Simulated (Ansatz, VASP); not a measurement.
# One calculation of BaTiO3, two programs

```
Ba Ti O
1.0
     2.81821    1.62709    2.30998
    -2.81821    1.62709    2.30998
     0.00000   -3.25419    2.30998
Ba Ti O
1 1 3
Direct
  0.00000 0.00000 0.00000
  0.51400 0.51400 0.51400
  0.49160 0.49160 0.98150
  0.49160 0.98150 0.49160
  0.98150 0.49160 0.49160
```

Change from the starting cell: volume scaled by 0.99, crystal datasets.

Alike in both runs: task electric field gradients; functional LDA; k mesh 9 × 9 × 9; occupations fermi-dirac, width 0.05 eV; no spin polarisation.

|  | VASP | Ansatz |
| --- | --- | --- |
| version | VASP 6.6.1 | Ansatz 0.2.0 |
| potentials or method | VASP PAW LDA potentials, release 64 (Ba_sv, Ti_sv, O), cutoff 520 eV | all-electron PAW with datasets made for the crystal, scalar-relativistic |

```tsv
	VASP	Ansatz	Ansatz less VASP
gap on the k mesh at the Fermi level (eV)	2.33	2.38	+0.055
pressure (GPa)	-2.2	-4.3	-2.15
traceless stress, the component that is largest in VASP (GPa)	-0.23	-0.17	+0.066
rms of the force components (eV/Å)	0.087	0.065	-0.0221
size of Vzz on the site where it differs most (V/Å²)	16.5	16.9	+0.46
```

LDA's correlation is that of Perdew and Zunger in VASP and of Perdew and Wang (1992) in Ansatz. Atom by atom the forces differ by 0.039 eV/Å (rms over components). Ansatz ran all-electron here, and VASP with PAW potentials. Ansatz's warnings: printed levels off.

Neither program's run includes spin-orbit coupling.
